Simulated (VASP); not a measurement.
## Yb: single point with PBE

Yb:

```xyz
1
Lattice="-1.7786 1.7786 1.7786 1.7786 -1.7786 1.7786 1.7786 1.7786 -1.7786" Properties=species:S:1:pos:R:3 pbc="T T T"
Yb    0.0000    0.0000    0.0000
```

This cell differs from its parent crystal: volume scaled by 0.65.

```yaml
Program: VASP 6.6.1
Task: single point
Functional: PBE
Potentials_or_basis: VASP PAW PBE potentials, release 64 (Yb)
Cutoff: 520 eV
k_mesh: 14 × 14 × 14
Occupations: fermi-dirac, width 0.08 eV
Spin: no spin polarisation
```

```json
{"Pressure": "18.2 GPa", "Band gap on the k mesh": "zero (band 12 reaches 3.89 eV, above the bottom of band 13 at 2.83 eV)"}
```

Levels at points of the mesh, in eV from the Fermi level:
| k point | band 10 | band 11 | band 12 | band 13 | band 14 | band 15 |
| --- | --- | --- | --- | --- | --- | --- |
| (0.00, 0.00, 0.00) | -0.43 | -0.43 | -0.36 | 3.42 | 3.42 | 3.42 |
| (0.50, 0.00, 0.00) | -0.47 | -0.45 | -0.40 | 0.93 | 2.65 | 6.36 |
| (0.50, 0.50, 0.50) | -0.61 | -0.41 | -0.41 | -0.41 | 8.93 | 8.93 |

Wall time 20 s on 1 thread of Intel(R) Xeon(R) 6975P-C (Granite Rapids), on a shared host, peak memory 0.18 GiB.

Caveat: spin-orbit coupling is left out, which moves the levels of the heavy elements. Spin polarisation is off, so any magnetic state and its effect on volume and gap are missing.
